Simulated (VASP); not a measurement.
# SiGe4W (P6/mmm) in VASP: further runs

SiGe4W is run at these levels: PBE; tasks: relaxation of cell and atoms, single point.

All numbers are computed with VASP 6.6.1; they aren't measurements. Logs are shortened: lines on timing, memory, paths and dates and some standing lists are left out, and cuts for length are marked.

## Step 1: The cell of the first run

Symmetry: P6/mmm, No. 191, hexagonal system. The conventional cell has a = 3.728 Å, b = 3.728 Å, c = 7.969 Å, α = 90.00°, β = 90.00°, γ = 120.00°. Si (site symmetry 6/mmm) has 12 Ge at 2.98 Å and 6 Si at 3.73 Å and 2 W at 3.98 Å within 4.0 Å. Ge (site symmetry 3m) has 3 Ge at 2.15 Å and 3 W at 2.88 Å and 3 Si at 2.98 Å within 3.0 Å. Within 3.8 Å of W (site symmetry 6/mmm) lie 12 Ge at 2.88 Å and 6 W at 3.73 Å.

The cell was generated, and may not be a known phase.

## Step 2: Relaxation of cell and atoms, PBE

File INCAR:

```
SYSTEM = SiGe4W
ALGO = Normal
EDIFF = 1E-6
EDIFFG = -0.04
ENCUT = 600
GGA = PE
IBRION = 2
ISIF = 3
ISMEAR = 0
LASPH = .True.
LCHARG = .False.
LREAL = .False.
LWAVE = .False.
NELM = 60
NSW = 90
PREC = Accurate
SIGMA = 0.1
```

File KPOINTS:

```
k-points
0
Gamma
  6 6 2
  0 0 0
```

File POSCAR:

```
SiGe4W
1.0
    3.7276773600      0.0000000000      0.0000000000
   -1.8638386800      3.2282632900      0.0000000000
    0.0000000000      0.0000000000      7.9690024700
Si Ge W
1 4 1
Direct
    0.0000000000      0.0000000000      0.0000000000
    0.3333333300      0.6666666700      0.7407687300
    0.3333333300      0.6666666700      0.2592312700
    0.6666666700      0.3333333300      0.7407687300
    0.6666666700      0.3333333300      0.2592312700
    0.0000000000      0.0000000000      0.5000000000
```

Potentials or basis: VASP PAW PBE potentials, release 64 (Si, Ge_d, W_sv).

Run with:

```sh
> cat potpaw_PBE.64/Si/POTCAR potpaw_PBE.64/Ge_d/POTCAR potpaw_PBE.64/W_sv/POTCAR > POTCAR
> mpirun -np 1 vasp_std > vasp.out
```

OUTCAR:

```text
SYSTEM = SiGe4W
   EDIFF = 1E-6
   EDIFFG = -0.04
   ENCUT = 600
   GGA = PE
   IBRION = 2
   ISIF = 3
   ISMEAR = 0
   LASPH = .True.
   LREAL = .False.
   NELM = 60
   NSW = 90
   PREC = Accurate

 ion  position               nearest neighbor table
   1  0.000  0.000  0.000-   2 2.98   3 2.98   4 2.98   5 2.98   2 2.98   3 2.98   4 2.98   5 2.98
                             4 2.98   5 2.98   2 2.98   3 2.98
   2  0.333  0.667  0.741-   4 2.15   4 2.15   4 2.15   6 2.88   6 2.88   6 2.88   1 2.98   1 2.98
                             1 2.98
   3  0.333  0.667  0.259-   5 2.15   5 2.15   5 2.15   6 2.88   6 2.88   6 2.88   1 2.98   1 2.98
                             1 2.98
   4  0.667  0.333  0.741-   2 2.15   2 2.15   2 2.15   6 2.88   6 2.88   6 2.88   1 2.98   1 2.98
                             1 2.98
   5  0.667  0.333  0.259-   3 2.15   3 2.15   3 2.15   6 2.88   6 2.88   6 2.88   1 2.98   1 2.98
                             1 2.98
   6  0.000  0.000  0.500-   2 2.88   3 2.88   4 2.88   5 2.88   2 2.88   3 2.88   4 2.88   5 2.88
                             4 2.88   5 2.88   2 2.88   3 2.88

  LATTYP: Found a hexagonal cell.
 ALAT       =     3.7276773600
 C/A-ratio  =     2.1377929741

  Lattice vectors:

 A1 = (   3.7276773600,   0.0000000000,   0.0000000000)
 A2 = (  -1.8638386800,   3.2282632900,   0.0000000000)
 A3 = (   0.0000000000,   0.0000000000,   7.9690024700)

Analysis of symmetry for initial positions (statically):
=====================================================================
 Subroutine PRICEL returns:
 Original cell was already a primitive cell.

 Routine SETGRP: Setting up the symmetry group for a
 hexagonal supercell.

 Subroutine GETGRP returns: Found 24 space group operations
 (whereof 24 operations were pure point group operations)
 out of a pool of 24 trial point group operations.

The static configuration has the point symmetry D_6h.

Analysis of symmetry for dynamics (positions and initial velocities):
=====================================================================
 Subroutine PRICEL returns:
 Original cell was already a primitive cell.

 Routine SETGRP: Setting up the symmetry group for a
 hexagonal supercell.

 Subroutine GETGRP returns: Found 24 space group operations
 (whereof 24 operations were pure point group operations)
 out of a pool of 24 trial point group operations.

The dynamic configuration has the point symmetry D_6h.

 Subroutine INISYM returns: Found 24 space group operations
 (whereof 24 operations are pure point group operations),
 and found     1 'primitive' translations

----------------------------------------------------------------------------------------

                                     Primitive cell

  volume of cell :      95.8984

[... 106 lines left out ...]
  volume/ion in A,a.u.               =      15.98       107.86
  Fermi-wavevector in a.u.,A,eV,Ry     =   1.501579  2.837574 30.677613  2.254741
  Thomas-Fermi vector in A             =   2.612932
   LORBIT       =      0    0 simple, 1 ext, 2 COOP (PROOUT), +10 PAW based schemes
   GGA     = PE    functional components
   LHFCALC =     F    Hartree Fock is set to
   AEXX    =    0.0000 exact exchange contribution
   IVDW    =     0    specifies the selected vdW correction
   LEPSILON=     F    determine dielectric tensor
   LRPA    =     F    only Hartree local field effects (RPA)
 conjugate gradient relaxation of ions
 non-spin polarized calculation
 Gauss-broadening in eV      SIGMA  =   0.10
  energy-cutoff  :      600.00
  volume of cell :       95.90
 maximum number of plane-waves:      3253
 NGX is ok and might be reduce to    30
   NGX = 15   NGY = 15   NGZ = 31

--------------------------------------- Ionic step        1  -------------------------------------------

 number of electron      74.0000019 magnetization

 Free energy of the ion-electron system (eV)
  ---------------------------------------------------
  ext. energy  EPLUGINS =         0.00000000
  ---------------------------------------------------
  free energy    TOTEN  =       -26.47609519 eV

  energy without entropy =      -26.45684583  energy(sigma->0) =      -26.46647051

------------------------ aborting loop because EDIFF is reached ----------------------------------------

  FORCE on cell =-STRESS in cart. coord.  units (eV):
  Direction    XX          YY          ZZ          XY          YZ          ZX
  --------------------------------------------------------------------------------------
  -------------------------------------------------------------------------------------
  Total       27.2011620     27.2011620      0.7632436      0.0000000      0.0000000      0.0000000
  in kB      454.4507393    454.4507391     12.7515373      0.0000000      0.0000000      0.0000000
  external PRESSURE =     307.2176719 kB  Pullay stress =       0.0000000 kB
[... 101 lines left out ...]
  FREE ENERGIE OF THE ION-ELECTRON SYSTEM (eV)
  ---------------------------------------------------
  free  energy   TOTEN  =       -29.5803657900 eV

  energy  without entropy=      -29.5485500502  energy(sigma->0) =      -29.56445792

 E-fermi :  10.6245     XC(G=0): -12.4837

 val. band max:       10.6216273000   @ k =   0.5000   0.0000   0.5000
 cond. band min:      10.6404214037   @ k =   0.5000   0.0000   0.0000
 fundamental gap:      0.0187941036
 Fermi energy:        10.6244791798

 k-point     1 :       0.0000    0.0000    0.0000
  band No.  band energies     occupation
      1     -63.9883      2.00000
      2     -28.3503      2.00000
      3     -28.2155      2.00000
      4     -28.2155      2.00000
      5     -15.1406      2.00000
      6     -15.0582      2.00000
[... 647 lines left out ...]
     43      13.3551      0.00000
     44      14.0325      0.00000

[... ionic steps 4 to 22 ...]

--------------------------------------- Ionic step       23  -------------------------------------------

 number of electron      73.9999833 magnetization

------------------------ aborting loop because EDIFF is reached ----------------------------------------
[... 75 lines left out ...]
--------------------------------------- Ionic step       25  -------------------------------------------

 number of electron      73.9999832 magnetization

 Free energy of the ion-electron system (eV)
  ---------------------------------------------------
  ext. energy  EPLUGINS =         0.00000000
  ---------------------------------------------------
  free energy    TOTEN  =       -33.09775720 eV

  energy without entropy =      -33.07963894  energy(sigma->0) =      -33.08869807

 E-fermi :   8.4332     XC(G=0): -11.6288

 val. band max:        8.4127544853   @ k =   0.3333   0.1667   0.0000
 cond. band min:       8.4601861083   @ k =   0.0000   0.0000   0.0000
 fundamental gap:      0.0474316229
 Fermi energy:         8.4331816238

 k-point     1 :       0.0000    0.0000    0.0000
  band No.  band energies     occupation
      1     -66.0834      2.00000
      2     -30.3090      2.00000
      3     -30.2754      2.00000
      4     -30.2754      2.00000
      5     -17.1463      2.00000
      6     -17.1093      2.00000
[... 680 lines left out ...]
  FREE ENERGIE OF THE ION-ELECTRON SYSTEM (eV)
  ---------------------------------------------------
  free  energy   TOTEN  =       -33.0977572038 eV

  energy  without entropy=      -33.0796389433  energy(sigma->0) =      -33.08869807

 reached required accuracy - stopping structural energy minimisation
```

OSZICAR:

```text
N       E                     dE             d eps       ncg     rms          rms(c)
DAV:   1     0.873004039198E+03    0.87300E+03   -0.39378E+04  1528   0.493E+03
[... 292 lines left out ...]
       N       E                     dE             d eps       ncg     rms          rms(c)
DAV:   1    -0.330989217402E+02   -0.13620E-02   -0.38552E-02  1724   0.139E+00    0.208E-01
DAV:   2    -0.330981511531E+02    0.77059E-03   -0.24163E-03  1468   0.415E-01    0.119E-01
DAV:   3    -0.330979129093E+02    0.23824E-03   -0.97745E-04  1632   0.160E-01    0.807E-02
DAV:   4    -0.330977534337E+02    0.15948E-03   -0.53024E-04  1712   0.117E-01    0.153E-02
DAV:   5    -0.330977573716E+02   -0.39379E-05   -0.71610E-05  1364   0.584E-02    0.949E-03
DAV:   6    -0.330977572038E+02    0.16785E-06   -0.25431E-06   944   0.101E-02
  25 F= -.33097757E+02 E0= -.33088698E+02  d E =-.210640E-03
```

CONTCAR:

```text
SiGe4W
   1.00000000000000
     4.9962758730148575   -0.0000000000000000    0.0000000000000000
    -2.4981379365074288    4.3269018284512457    0.0000000000000000
    -0.0000000000000000    0.0000000000000000    4.8972985890263123
  Si              Ge              W
     1     4     1
Direct
     0.0000000000000000    0.0000000000000000    0.0000000000000000
     0.3333333300000021    0.6666666699999979    0.7455833802081182
     0.3333333300000021    0.6666666699999979    0.2544166197918820
     0.6666666699999979    0.3333333300000021    0.7455833802081182
     0.6666666699999979    0.3333333300000021    0.2544166197918820
     0.0000000000000000    0.0000000000000000    0.5000000000000000

  0.00000000E+00  0.00000000E+00  0.00000000E+00
  0.00000000E+00  0.00000000E+00  0.00000000E+00
  0.00000000E+00  0.00000000E+00  0.00000000E+00
  0.00000000E+00  0.00000000E+00  0.00000000E+00
  0.00000000E+00  0.00000000E+00  0.00000000E+00
  0.00000000E+00  0.00000000E+00  0.00000000E+00
```

Run time: 49 min. Hardware: 1 thread of Intel Xeon 8259CL, shared host; peak memory 0.29 GiB.

Results:

| Item | Value |
| --- | --- |
| Free energy | -33.0978 eV |
| Relaxed volume | 17.65 Å³/atom |
| Relaxed cell | a = 4.996 Å, b = 4.996 Å, c = 4.897 Å, α = 90.00°, β = 90.00°, γ = 120.00° |
| Space group after relaxing (to 0.1 Å) | P6/mmm (No. 191) |
| Pressure after relaxing | 0.0 GPa |
| Largest force after relaxing | 0.003 eV/Å |
| Band gap on the k mesh | zero (bands 37 and 38 overlap by 2.09 eV) |

Forces on the atoms (eV/Å):
```
Si   0.000  0.000  0.000
Ge   0.000  0.000  0.003
Ge   0.000  0.000 -0.003
Ge   0.000  0.000  0.003
Ge   0.000  0.000 -0.003
W    0.000  0.000  0.000
```

Stress tensor (GPa, compression positive):
```
-0.07  0.00  0.00
 0.00 -0.07  0.00
 0.00  0.00  0.01
```

Final structure:
```
CELL_PARAMETERS angstrom
4.99628 0.00000 0.00000
-2.49814 4.32690 0.00000
0.00000 0.00000 4.89730
ATOMIC_POSITIONS crystal
Si 0.00000 0.00000 0.00000
Ge 0.33333 0.66667 0.74558
Ge 0.33333 0.66667 0.25442
Ge 0.66667 0.33333 0.74558
Ge 0.66667 0.33333 0.25442
W 0.00000 0.00000 0.50000
```

Levels at points of the mesh, in eV from the Fermi level:
```csv
k point,band 33,band 34,band 35,band 36,band 37,band 38,band 39,band 40,band 41,band 42
"(0.00, 0.00, 0.00)",-3.52,-2.77,-2.20,-2.03,-2.03,0.03,0.03,0.28,0.65,0.65
"(0.50, 0.00, 0.00)",-3.17,-2.97,-1.71,-1.55,-0.14,0.12,0.44,0.53,1.93,2.12
"(0.00, 0.00, 0.50)",-4.11,-4.11,-3.05,-3.05,-0.68,-0.68,0.86,1.92,1.92,2.21
"(0.50, 0.00, 0.50)",-2.64,-1.56,-1.42,0.44,0.48,0.54,1.09,1.44,2.57,2.72
```

Caveat: the k points lie up to 0.64 Å⁻¹ apart in the final cell, too coarse for converged energies and pressures of a metal; a cell axis changed by over 15 % at a fixed basis, so the end point is rough; spin-orbit coupling is left out, which moves the levels of the heavy elements.

(Part 1 of 2 ends here.)

The gap in the log of VASP goes by the Fermi energy; the results here count the filled bands.